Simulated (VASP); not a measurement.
# SnTe (F-43m) in VASP: further runs, part 2 of 2

VASP 6.6.1. Earlier steps stand in the parts before.

## (3) Single point, B3LYP

Input file POSCAR:

```
SnTe
1.0
    0.0000000000      3.6111460000      3.6111460000
    3.6111460000      0.0000000000      3.6111460000
    3.6111460000      3.6111460000      0.0000000000
Sn Te
1 1
Direct
    0.0000000000      0.0000000000      0.0000000000
    0.7500000000      0.7500000000      0.7500000000
```

Input file INCAR.step1:

```
SYSTEM = SnTe
PREC = Accurate
ENCUT = 400
EDIFF = 1E-5
ISMEAR = 1
SIGMA = 0.02
LREAL = .False.
LASPH = .True.
NELM = 120
ALGO = Normal
ISIF = 2
LWAVE = .True.
LCHARG = .False.
GGA = PE
NBANDS = 17
GGA_COMPAT = .False.
```

Input file INCAR.step2:

```
SYSTEM = SnTe
PREC = Accurate
ENCUT = 400
EDIFF = 1E-6
ISMEAR = 1
SIGMA = 0.02
LREAL = .False.
LASPH = .True.
NELM = 120
ALGO = Normal
ISIF = 2
LWAVE = .False.
LCHARG = .False.
GGA = B3
LHFCALC = .True.
AEXX = 0.2
AGGAX = 0.72
AGGAC = 0.81
ALDAC = 0.19
PRECFOCK = Normal
ISTART = 1
NBANDS = 17
GGA_COMPAT = .False.
```

Input file KPOINTS:

```
Automatic mesh
0
Gamma
  4 4 4
  0 0 0
```

Potentials or basis: VASP PAW PBE potentials, release 64 (Sn_d, Te).

Started as:

```
cat potpaw_PBE.64/Sn_d/POTCAR potpaw_PBE.64/Te/POTCAR > POTCAR
cp INCAR.step1 INCAR
mpirun -np 1 vasp_std > vasp.out
cp INCAR.step2 INCAR
mpirun -np 1 vasp_std > vasp.out
```

OUTCAR:

```text
SYSTEM = SnTe
   PREC = Accurate
   ENCUT = 400
   EDIFF = 1E-6
   ISMEAR = 1
   LREAL = .False.
   LASPH = .True.
   NELM = 120
   ISIF = 2
   GGA = B3
   LHFCALC = .True.
   AEXX = 0.2
   PRECFOCK = Normal
   ISTART = 1

 ion  position               nearest neighbor table
   1  0.000  0.000  0.000-   2 3.13   2 3.13   2 3.13   2 3.13
   2  0.750  0.750  0.750-   1 3.13   1 3.13   1 3.13   1 3.13

  LATTYP: Found a face centered cubic cell.
 ALAT       =     7.2222920000

  Lattice vectors:

 A1 = (   0.0000000000,   3.6111460000,   3.6111460000)
 A2 = (   3.6111460000,   0.0000000000,   3.6111460000)
 A3 = (   3.6111460000,   3.6111460000,   0.0000000000)

Analysis of symmetry for initial positions (statically):
=====================================================================
 Subroutine PRICEL returns:
 Original cell was already a primitive cell.

 Routine SETGRP: Setting up the symmetry group for a
 face centered cubic supercell.

 Subroutine GETGRP returns: Found 24 space group operations
 (whereof 24 operations were pure point group operations)
 out of a pool of 48 trial point group operations.

The static configuration has the point symmetry T_d .

Analysis of symmetry for dynamics (positions and initial velocities):
=====================================================================
 Subroutine PRICEL returns:
 Original cell was already a primitive cell.

 Routine SETGRP: Setting up the symmetry group for a
 face centered cubic supercell.

 Subroutine GETGRP returns: Found 24 space group operations
 (whereof 24 operations were pure point group operations)
 out of a pool of 48 trial point group operations.

The dynamic configuration has the point symmetry T_d .

 Subroutine INISYM returns: Found 24 space group operations
 (whereof 24 operations are pure point group operations),
 and found     1 'primitive' translations

----------------------------------------------------------------------------------------

                                     Primitive cell

  volume of cell :      94.1814

  direct lattice vectors                    reciprocal lattice vectors
     0.000000000  3.611146000  3.611146000    -0.138460201  0.138460201  0.138460201
     3.611146000  0.000000000  3.611146000     0.138460201 -0.138460201  0.138460201
     3.611146000  3.611146000  0.000000000     0.138460201  0.138460201 -0.138460201

  length of vectors
     5.106931649  5.106931649  5.106931649     0.239820102  0.239820102  0.239820102

  position of ions in fractional coordinates (direct lattice)
     0.000000000  0.000000000  0.000000000
     0.750000000  0.750000000  0.750000000

  ion indices of the primitive-cell ions
   primitive index   ion index
                 1           1
                 2           2

----------------------------------------------------------------------------------------

 KPOINTS: Automatic mesh

Automatic generation of k-mesh.
 Grid dimensions read from file:
 generate k-points for:    4    4    4

[... 21 lines left out ...]
  0.250000  0.000000  0.000000      8.000000
  0.500000  0.000000  0.000000      4.000000
  0.250000  0.250000  0.000000      6.000000
  0.500000  0.250000  0.000000     24.000000
 -0.250000  0.250000  0.000000     12.000000
  0.500000  0.500000  0.000000      3.000000
 -0.250000  0.500000  0.250000      6.000000
   k-points           NKPTS =      8   k-points in BZ     NKDIM =     64   number of bands    NBANDS=     17
   number of dos      NEDOS =    301   number of ions     NIONS =      2
   total plane-waves  NPLWV =  46656
   dimension x,y,z NGX =    36 NGY =   36 NGZ =   36
   dimension x,y,z NGXF=    72 NGYF=   72 NGZF=   72
   ions per type =               1   1
   NGX,Y,Z   is equivalent  to a cutoff of  11.72, 11.72, 11.72 a.u.
   NGXF,Y,Z  is equivalent  to a cutoff of  23.44, 23.44, 23.44 a.u.
 SYSTEM =  SnTe
   PREC   = accura    normal or accurate (medium, high low for compatibility)
   ISTART =      1    job   : 0-new  1-cont  2-samecut
   ICHARG =      0    charge: 1-file 2-atom 10-const
   ISPIN  =      1    spin polarized calculation?
   LNONCOLLINEAR =      F non collinear calculations
   LSORBIT =      F    spin-orbit coupling
   LASPH  =      T    aspherical Exc in radial PAW
   ENCUT  =  400.0 eV  29.40 Ry    5.42 a.u.   8.33  8.33  8.33*2*pi/ulx,y,z
   NELM   =    120;   NELMIN=  2; NELMDL=  0     # of ELM steps
   EDIFF  = 0.1E-05   stopping-criterion for ELM
   LREAL  =      F    real-space projection
   EDIFFG = 0.1E-04   stopping-criterion for IOM
   NSW    =      0    number of steps for IOM
   IBRION =     -1    ionic relax: 0-MD 1-quasi-New 2-CG
   NFREE  =      0    steps in history (QN), initial steepest desc. (CG)
   ISIF   =      2    stress and relaxation
   ISYM   =      3    0-nonsym 1-usesym 2-fastsym
   POTIM  = 0.5000    time-step for ionic-motion
   TEBEG  =    0.0;   TEEND  =   0.0 temperature during run
   PSTRESS=    0.0 pullay stress
   NELECT =      20.0000    total number of electrons
   NUPDOWN=      -1.0000    fix difference up-down
   EMIN   =  10.00;   EMAX   =-10.00  energy-range for DOS
   EFERMI =   0.00;   METHOD = LEGACY
   ISMEAR =     1;   SIGMA  =   0.02  broadening in eV -4-tet -1-fermi 0-gaus
   EFERMI_NEDOS =   21; number of points for ismear=-14 and -15
   IALGO  =     38    algorithm
   IMIX   =      1    mixing-type and parameters
     AMIX     =   0.40;   BMIX     =  1.00
     AMIX_MAG =   1.60;   BMIX_MAG =  1.00
  volume/ion in A,a.u.               =      47.09       317.78
  Fermi-wavevector in a.u.,A,eV,Ry     =   0.976704  1.845704 12.979296  0.953951
  Thomas-Fermi vector in A             =   2.107344
   LORBIT       =      0    0 simple, 1 ext, 2 COOP (PROOUT), +10 PAW based schemes
   GGA     = B3    functional components
   LHFCALC =     T    Hartree Fock is set to
   PRECFOCK=normal    Normal, Fast or Accurate (Low or Medium for compatibility)
   ENCUT4O =  -1.0   cutoff for four orbital integrals eV
   NKREDX  =     1    reduce k-point grid by
   NKREDY  =     1    reduce k-point grid by
   NKREDZ  =     1    reduce k-point grid by
   AEXX    =    0.2000 exact exchange contribution
   HFSCREEN=    0.0000 screening length (either q_TF or 0.3 A-1)
   HFSCREENC=   0.0000 screening length for correlation (either q_TF or 0.3 A-1)
   ENCUTFOCK=  -1.0 apply spherical cutoff to Coloumb kernel
   IVDW    =     0    specifies the selected vdW correction
   LEPSILON=     F    determine dielectric tensor
   LRPA    =     F    only Hartree local field effects (RPA)
 non-spin polarized calculation
 Methfessel and Paxton  Order N= 1 SIGMA  =   0.02
  energy-cutoff  :      400.00
  volume of cell :       94.18
 maximum number of plane-waves:      1724
 NGX is ok and might be reduce to    36
  NGX = 28; NGY = 28; NGZ = 28

 number of electron      19.9999988 magnetization

 Free energy of the ion-electron system (eV)
  ---------------------------------------------------
  ext. energy  EPLUGINS =         0.00000000
  ---------------------------------------------------
  free energy    TOTEN  =        -8.12976849 eV

  energy without entropy =       -8.12987720  energy(sigma->0) =       -8.12980473

 E-fermi :   2.9727     XC(G=0):  -5.9461

 val. band max:        2.9558523648   @ k =  -0.2500   0.5000   0.2500
 cond. band min:       3.8110711335   @ k =   0.5000   0.5000   0.0000
 fundamental gap:      0.8552187687
 Fermi energy:         2.9726900092

 k-point     1 :       0.0000    0.0000    0.0000
  band No.  band energies     occupation
      1     -20.7792      2.00000
      2     -20.7792      2.00000
      3     -20.7792      2.00000
      4     -20.7659      2.00000
      5     -20.7659      2.00000
      6      -9.6531      2.00000
[... 137 lines left out ...]
      4     -20.7665      2.00000
      5     -20.7657      2.00000
      6      -8.7953      2.00000
[... 9 lines left out ...]
     16      11.9864      0.00000
     17      12.0146      0.00000

------------------------ aborting loop because EDIFF is reached ----------------------------------------

  FORCE on cell =-STRESS in cart. coord.  units (eV):
  Direction    XX          YY          ZZ          XY          YZ          ZX
  --------------------------------------------------------------------------------------
  -------------------------------------------------------------------------------------
  Total        0.4494876      0.4494876      0.4494876      0.0000000      0.0000000     -0.0000000
  in kB        7.6465079      7.6465079      7.6465079      0.0000000      0.0000000     -0.0000000
  external PRESSURE =       7.6465079 kB  Pullay stress =       0.0000000 kB

 VOLUME and BASIS-vectors are now :
 -----------------------------------------------------------------------------
  energy-cutoff  :      400.00
  volume of cell :       94.18
      direct lattice vectors                 reciprocal lattice vectors
     0.000000000  3.611146000  3.611146000    -0.138460201  0.138460201  0.138460201
     3.611146000  0.000000000  3.611146000     0.138460201 -0.138460201  0.138460201
     3.611146000  3.611146000  0.000000000     0.138460201  0.138460201 -0.138460201

 POSITION                                       TOTAL-FORCE (eV/Angst)
 -----------------------------------------------------------------------------------
      0.00000      0.00000      0.00000         0.000000      0.000000      0.000000
      5.41672      5.41672      5.41672        -0.000000     -0.000000     -0.000000
 -----------------------------------------------------------------------------------
    total drift:                               -0.000004     -0.000033     -0.000011

  FREE ENERGIE OF THE ION-ELECTRON SYSTEM (eV)
  ---------------------------------------------------
  free  energy   TOTEN  =        -8.1297684884 eV

  energy  without entropy=       -8.1298771991  energy(sigma->0) =       -8.12980473
```

Run time: 23 min. Hardware: 1 thread of Intel Xeon 8259CL, shared host; peak memory 0.22 GiB.

Results:

```
Free energy            : -8.1298 eV
Pressure               : 0.8 GPa
Band gap on the k mesh : 0.86 eV (least direct gap 1.61 eV)
```

Levels at points of the mesh, in eV from the valence-band top:
| k point | band 6 | band 7 | band 8 | band 9 | band 10 | band 11 | band 12 | band 13 | band 14 | band 15 |
| --- | --- | --- | --- | --- | --- | --- | --- | --- | --- | --- |
| (0.00, 0.00, 0.00) | -12.61 | -5.73 | -2.18 | -2.18 | -2.18 | 1.80 | 1.80 | 1.80 | 5.08 | 7.56 |
| (0.50, 0.00, 0.00) | -12.00 | -7.76 | -2.76 | -2.76 | -2.24 | 2.66 | 2.66 | 4.34 | 6.68 | 7.44 |
| (0.50, 0.50, 0.00) | -11.75 | -8.17 | -3.48 | -3.48 | -0.76 | 0.86 | 4.88 | 4.88 | 6.47 | 7.45 |

Caveat: the PAW data sets were made with another functional, which shifts forces and pressure a little; spin-orbit coupling is left out, which moves the levels of the heavy elements.
